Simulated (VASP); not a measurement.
Here is a VASP 6.6.1 calculation.

Contents of INCAR:

```
SYSTEM = KF
  PREC = Accurate
  ENCUT = 520
  EDIFF = 1E-6
  ISMEAR = -1
  SIGMA = 0.02
  LREAL = .FALSE.
  LASPH = .TRUE.
  NELM = 80
  ALGO = Normal
  ISIF = 2
  LWAVE = .FALSE.
  LCHARG = .TRUE.
  GGA = PE
  LELF = .TRUE.
  LVHAR = .TRUE.
  NBANDS = 24
```

File KPOINTS:

```
Automatic mesh
0
G
  12 12 4
  0 0 0
```

Contents of POSCAR:

```
KF
1.0
    3.5376929650      0.0000000000      0.0000000000
   -1.7688464825      3.0637319784      0.0000000000
    0.0000000000      0.0000000000      6.4788134950
K F
2 2
Direct
    0.0000000000      0.0000000000      0.0000000000
    0.0000000000      0.0000000000      0.5000000000
    0.3333333333      0.6666666667      0.2500000000
    0.6666666667      0.3333333333      0.7500000000
```

Potentials or basis: VASP PAW PBE potentials, release 64 (K_sv, F).

Run with:

```console
$ cat potpaw_PBE.64/K_sv/POTCAR potpaw_PBE.64/F/POTCAR > POTCAR
$ mpirun -np 1 vasp_std > vasp.out
```

Q: Estimate the pressure.

A: 4.9 GPa.

Q: Estimate the band gap on the k mesh.

A: 6.49 eV.

Stress tensor (GPa, compression positive):
```
5.22 0.00 0.00
0.00 5.22 0.00
0.00 0.00 4.21
```

Caveat: the cell differs from its parent crystal (biaxial xy strain -3.3%); the cell stands under pressure. A k mesh can miss the band edges.
